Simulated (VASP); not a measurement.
# Cd (P6_3/mmc) in VASP: settings compared, part 2 of 2

VASP 6.6.1.

## 4. Single point, PBEsol

This run uses another cell than the first one, of 20.29 Å³/atom.

The input, INCAR:

```
PREC     = Accurate       # precision mode
ENCUT    = 630            # plane-wave cutoff, eV
EDIFF    = 1E-6           # SCF threshold, eV
ISMEAR   = -1             # smearing method
SIGMA    = 0.05           # smearing width, eV
LREAL    = False          # projectors in reciprocal space
LASPH    = True           # aspherical terms in the spheres
NELM     = 120            # most SCF steps
ALGO     = Normal         # electronic algorithm
ISIF     = 2              # what is computed and relaxed
LWAVE    = False          # write WAVECAR
LCHARG   = False          # write CHGCAR
GGA      = PS             # functional
NBANDS   = 27             # bands
GGA_COMPAT= False
```

The input, KPOINTS:

```
Automatic mesh
0
Gamma
  10 10 5
```

The input, POSCAR:

```
Cd
1.0
    2.9180596717      0.0000000000      0.0000000000
   -1.4590298358      2.5271138055      0.0000000000
    0.0000000000      0.0000000000      5.5029719036
Cd
2
Direct
    0.6666666667      0.3333333333      0.7500000000
    0.3333333333      0.6666666667      0.2500000000
```

Potentials or basis: VASP PAW PBE potentials, release 64 (Cd_sv_GW).

Started as:

```console
$ cat potpaw_PBE.64/Cd_sv_GW/POTCAR > POTCAR
$ mpirun -np 1 vasp_std > vasp.out
```

OUTCAR:

```text
PREC = Accurate
   ENCUT = 630
   EDIFF = 1E-6
   ISMEAR = -1
   LREAL = False
   LASPH = True
   NELM = 120
   ISIF = 2
   GGA = PS

 ion  position               nearest neighbor table
   1  0.667  0.333  0.750-
   2  0.333  0.667  0.250-

  LATTYP: Found a hexagonal cell.
 ALAT       =     2.9180596717
 C/A-ratio  =     1.8858325472

  Lattice vectors:

 A1 = (   2.9180596717,   0.0000000000,   0.0000000000)
 A2 = (  -1.4590298358,   2.5271138055,   0.0000000000)
 A3 = (   0.0000000000,   0.0000000000,   5.5029719036)

Analysis of symmetry for initial positions (statically):
=====================================================================
 Subroutine PRICEL returns:
 Original cell was already a primitive cell.

 Routine SETGRP: Setting up the symmetry group for a
 hexagonal supercell.

 Subroutine GETGRP returns: Found 24 space group operations
 (whereof 12 operations were pure point group operations)
 out of a pool of 24 trial point group operations.

The static configuration has the point symmetry D_3d.
 The point group associated with its full space group is D_6h.

Analysis of symmetry for dynamics (positions and initial velocities):
=====================================================================
 Subroutine PRICEL returns:
 Original cell was already a primitive cell.

 Routine SETGRP: Setting up the symmetry group for a
 hexagonal supercell.

 Subroutine GETGRP returns: Found 24 space group operations
 (whereof 12 operations were pure point group operations)
 out of a pool of 24 trial point group operations.

The dynamic configuration has the point symmetry D_3d.
 The point group associated with its full space group is D_6h.

 Subroutine INISYM returns: Found 24 space group operations
 (whereof 12 operations are pure point group operations),
 and found     1 'primitive' translations

----------------------------------------------------------------------------------------

                                     Primitive cell

  volume of cell :      40.5804

  direct lattice vectors                    reciprocal lattice vectors
     2.918059672  0.000000000  0.000000000     0.342693472  0.197854168  0.000000000
    -1.459029836  2.527113805  0.000000000     0.000000000  0.395708336  0.000000000
     0.000000000  0.000000000  5.502971904     0.000000000  0.000000000  0.181719990

  length of vectors
     2.918059672  2.918059672  5.502971904     0.395708336  0.395708336  0.181719990

  position of ions in fractional coordinates (direct lattice)
     0.666666667  0.333333333  0.750000000
     0.333333333  0.666666667  0.250000000

  ion indices of the primitive-cell ions
   primitive index   ion index
                 1           1
                 2           2

----------------------------------------------------------------------------------------

 KPOINTS: Automatic mesh

Automatic generation of k-mesh.
 Grid dimensions read from file:
 generate k-points for:   10   10    5

 Generating k-lattice:

  Cartesian coordinates                     Fractional coordinates (reciprocal lattice)
     0.034269347  0.019785417  0.000000000     0.100000000 -0.000000000  0.000000000
     0.000000000  0.039570834  0.000000000     0.000000000  0.100000000  0.000000000
     0.000000000  0.000000000  0.036343998     0.000000000  0.000000000  0.200000000

  Length of vectors
     0.039570834  0.039570834  0.036343998

  Shift w.r.t. Gamma in fractional coordinates (k-lattice)
     0.000000000  0.000000000  0.000000000

 Subroutine IBZKPT returns following result:
 ===========================================

 Found     42 irreducible k-points:

 Following reciprocal coordinates:
            Coordinates               Weight
  0.000000  0.000000  0.000000      1.000000
  0.100000  0.000000  0.000000      6.000000
  0.200000  0.000000  0.000000      6.000000
  0.300000  0.000000  0.000000      6.000000
  0.400000  0.000000  0.000000      6.000000
  0.500000  0.000000  0.000000      3.000000
[... 16 lines left out ...]
  0.300000  0.100000  0.200000     24.000000
  0.400000  0.100000  0.200000     24.000000
 [... further k-points ...]
   k-points           NKPTS =     42   k-points in BZ     NKDIM =     42   number of bands    NBANDS=     27
   number of dos      NEDOS =    301   number of ions     NIONS =      2
   total plane-waves  NPLWV =  27648
   dimension x,y,z NGX =    24 NGY =   24 NGZ =   48
   dimension x,y,z NGXF=    48 NGYF=   48 NGZF=   96
   ions per type =               2
   NGX,Y,Z   is equivalent  to a cutoff of  13.67, 13.67, 14.50 a.u.
   NGXF,Y,Z  is equivalent  to a cutoff of  27.35, 27.35, 29.00 a.u.
 SYSTEM =  unknown system
   PREC   = accura    normal or accurate (medium, high low for compatibility)
   ISTART =      0    job   : 0-new  1-cont  2-samecut
   ICHARG =      2    charge: 1-file 2-atom 10-const
   ISPIN  =      1    spin polarized calculation?
   LNONCOLLINEAR =      F non collinear calculations
   LSORBIT =      F    spin-orbit coupling
   LASPH  =      T    aspherical Exc in radial PAW
   ENCUT  =  630.0 eV  46.30 Ry    6.80 a.u.   5.97  5.97 11.26*2*pi/ulx,y,z
   NELM   =    120;   NELMIN=  2; NELMDL= -5     # of ELM steps
   EDIFF  = 0.1E-05   stopping-criterion for ELM
   LREAL  =      F    real-space projection
   EDIFFG = 0.1E-04   stopping-criterion for IOM
   NSW    =      0    number of steps for IOM
   IBRION =     -1    ionic relax: 0-MD 1-quasi-New 2-CG
   NFREE  =      0    steps in history (QN), initial steepest desc. (CG)
   ISIF   =      2    stress and relaxation
   ISYM   =      2    0-nonsym 1-usesym 2-fastsym
   POTIM  = 0.5000    time-step for ionic-motion
   TEBEG  =    0.0;   TEEND  =   0.0 temperature during run
   PSTRESS=    0.0 pullay stress
   NELECT =      40.0000    total number of electrons
   NUPDOWN=      -1.0000    fix difference up-down
   EMIN   =  10.00;   EMAX   =-10.00  energy-range for DOS
   EFERMI =   0.00;   METHOD = LEGACY
   ISMEAR =    -1;   SIGMA  =   0.05  broadening in eV -4-tet -1-fermi 0-gaus
   EFERMI_NEDOS =   21; number of points for ismear=-14 and -15
   IALGO  =     38    algorithm
   IMIX   =      4    mixing-type and parameters
     AMIX     =   0.40;   BMIX     =  1.00
     AMIX_MAG =   1.60;   BMIX_MAG =  1.00
  volume/ion in A,a.u.               =      20.29       136.93
  Fermi-wavevector in a.u.,A,eV,Ry     =   1.629256  3.078848 36.116339  2.654476
  Thomas-Fermi vector in A             =   2.721752
   LORBIT       =      0    0 simple, 1 ext, 2 COOP (PROOUT), +10 PAW based schemes
   GGA     = PS    functional components
   LHFCALC =     F    Hartree Fock is set to
   AEXX    =    0.0000 exact exchange contribution
   IVDW    =     0    specifies the selected vdW correction
   LEPSILON=     F    determine dielectric tensor
   LRPA    =     F    only Hartree local field effects (RPA)
 non-spin polarized calculation
  energy-cutoff  :      630.00
  volume of cell :       40.58
 maximum number of plane-waves:      1473
 NGX is ok and might be reduce to    24
   NGX = 11   NGY = 11   NGZ = 23

 number of electron      40.0000002 magnetization

 Free energy of the ion-electron system (eV)
  ---------------------------------------------------
  ext. energy  EPLUGINS =         0.00000000
  ---------------------------------------------------
  free energy    TOTEN  =        -2.51971304 eV

  energy without entropy =       -2.51712913  energy(sigma->0) =       -2.51842108

 E-fermi :   6.8488     XC(G=0): -11.8367

 val. band max:        6.8209024343   @ k =   0.3000   0.0000   0.0000
 cond. band min:       6.9452915469   @ k =   0.4000   0.0000   0.0000
 fundamental gap:      0.1243891126
 Fermi energy:         6.8487703682

 k-point     1 :       0.0000    0.0000    0.0000
  band No.  band energies     occupation
      1     -96.0685      2.00000
      2     -96.0669      2.00000
      3     -57.1514      2.00000
      4     -57.1253      2.00000
      5     -57.1029      2.00000
      6     -57.1029      2.00000
[... 19 lines left out ...]
     26      22.3415      0.00000
     27      22.5195      0.00000
[... 661 lines left out ...]
 k-point    24 :       0.4000    0.1000    0.2000
  band No.  band energies     occupation
      1     -96.0622      2.00000
      2     -96.0618      2.00000
      3     -57.1676      2.00000
      4     -57.1654      2.00000
      5     -57.1341      2.00000
      6     -57.1272      2.00000
[... 19 lines left out ...]
     26      17.2983      0.00000
     27      20.4927      0.00000

 [... further k-points ...]

------------------------ aborting loop because EDIFF is reached ----------------------------------------

  FORCE on cell =-STRESS in cart. coord.  units (eV):
  Direction    XX          YY          ZZ          XY          YZ          ZX
  --------------------------------------------------------------------------------------
  -------------------------------------------------------------------------------------
  Total        0.7443088      0.7443088      0.1340394      0.0000000     -0.0000000     -0.0000000
  in kB       29.3864723     29.3864723      5.2920850      0.0000000     -0.0000000     -0.0000000
  external PRESSURE =      21.3550099 kB  Pullay stress =       0.0000000 kB

 VOLUME and BASIS-vectors are now :
 -----------------------------------------------------------------------------
  energy-cutoff  :      630.00
  volume of cell :       40.58
      direct lattice vectors                 reciprocal lattice vectors
     2.918059672  0.000000000  0.000000000     0.342693472  0.197854168  0.000000000
    -1.459029836  2.527113805  0.000000000     0.000000000  0.395708336  0.000000000
     0.000000000  0.000000000  5.502971904     0.000000000  0.000000000  0.181719990

 POSITION                                       TOTAL-FORCE (eV/Angst)
 -----------------------------------------------------------------------------------
      1.45903      0.84237      4.12723        -0.000000      0.000000      0.000000
     -0.00000      1.68474      1.37574         0.000000     -0.000000     -0.000000
 -----------------------------------------------------------------------------------
    total drift:                               -0.000000      0.000000      0.000000

  FREE ENERGIE OF THE ION-ELECTRON SYSTEM (eV)
  ---------------------------------------------------
  free  energy   TOTEN  =        -2.5197130350 eV

  energy  without entropy=       -2.5171291294  energy(sigma->0) =       -2.51842108
```

It took 55 s on 1 thread of AMD EPYC 7R43 (Zen 3), shared host; peak memory 0.18 GiB.

What came out:

| Item | Value |
| --- | --- |
| Free energy | -2.5197 eV |
| Pressure | 2.1 GPa |
| Band gap on the k mesh | zero (bands 20 and 21 overlap by 4.05 eV) |

Stress tensor (GPa, compression positive):
```
2.94 0.00 0.00
0.00 2.94 0.00
0.00 0.00 0.53
```

Caveat: the PAW data sets were made with another functional, which shifts forces and pressure a little.

## 5. Single point, LDA

This run uses another cell than the first one, of 22.02 Å³/atom.

The input, INCAR:

```
SYSTEM = Cd
PREC = Accurate
ENCUT = 630
EDIFF = 1E-6
ISMEAR = -1
SIGMA = 0.05
LREAL = .False.
LASPH = .True.
NELM = 120
ALGO = Normal
ISIF = 2
LWAVE = .False.
LCHARG = .False.
GGA = CA
NBANDS = 27
GGA_COMPAT = .False.
```

The input, KPOINTS:

```
Automatic mesh
0
Gamma
  10 10 5
  0 0 0
```

The input, POSCAR:

```
Cd
1.0
    2.9985981908      0.0000000000      0.0000000000
   -1.4992990954      2.5968622090      0.0000000000
    0.0000000000      0.0000000000      5.6548540644
Cd
2
Direct
    0.6666666667      0.3333333333      0.7500000000
    0.3333333333      0.6666666667      0.2500000000
```

Potentials or basis: VASP PAW LDA potentials, release 64 (Cd_sv_GW).

Started as:

```console
$ cat potpaw_LDA.64/Cd_sv_GW/POTCAR > POTCAR
$ mpirun -np 1 vasp_std > vasp.out
```

Wall time 41 s (1 thread of Intel Xeon Platinum 8375C at 2.90GHz (Ice Lake), shared host); peak memory 0.2 GiB.

Results (log left out):

- Free energy: -3.0144 eV
- Pressure: -5.4 GPa
- Band gap on the k mesh: zero (bands 20 and 21 overlap by 3.91 eV)

Stress tensor (GPa, compression positive):
```
-5.77  0.00  0.00
 0.00 -5.77  0.00
 0.00  0.00 -4.81
```

Levels at points of the mesh, in eV from the Fermi level:
```csv
k point,band 16,band 17,band 18,band 19,band 20,band 21,band 22,band 23,band 24,band 25
"(0.00, 0.00, 0.00)",-8.51,-8.51,-8.26,-8.26,-2.96,-2.82,10.31,13.88,14.50,14.50
"(0.50, 0.00, 0.00)",-8.29,-8.00,-7.98,-2.16,-1.74,1.99,3.09,3.09,5.37,8.21
```

Caveat: the cell stands under tension.

## 6. The runs side by side

```csv
level,potentials or basis,cell,gap on the mesh (eV),pressure (GPa)
LDA,"VASP PAW LDA potentials, release 64 (Cd_sv_GW)","a = 2.939, b = 2.939, c = 5.542 Å, angles 90.0, 90.0, 120.0°, 2 atoms",none,-2.3
LDA,"VASP PAW LDA potentials, release 64 (Cd_sv_GW)","a = 2.918, b = 2.918, c = 5.503 Å, angles 90.0, 90.0, 120.0°, 2 atoms",none,-0.9
PBEsol,"VASP PAW PBE potentials, release 64 (Cd_sv_GW)","a = 2.918, b = 2.918, c = 5.503 Å, angles 90.0, 90.0, 120.0°, 2 atoms",none,2.1
LDA,"VASP PAW LDA potentials, release 64 (Cd_sv_GW)","a = 2.999, b = 2.999, c = 5.655 Å, angles 90.0, 90.0, 120.0°, 2 atoms",none,-5.4
```

Alike in all rows: task single point; no spin polarisation; k mesh 10 × 10 × 5; cutoff (eV) 630; smearing fermi-dirac 0.05 eV.

Caveats: the PAW data sets were made with another functional, which shifts forces and pressure a little (at least some runs); the cell stands under tension (at least some runs).

Total energies depend on the potentials used, so only differences within one code and one set of settings carry meaning.

The gap in the log of VASP goes by the Fermi energy; the results here count the filled bands.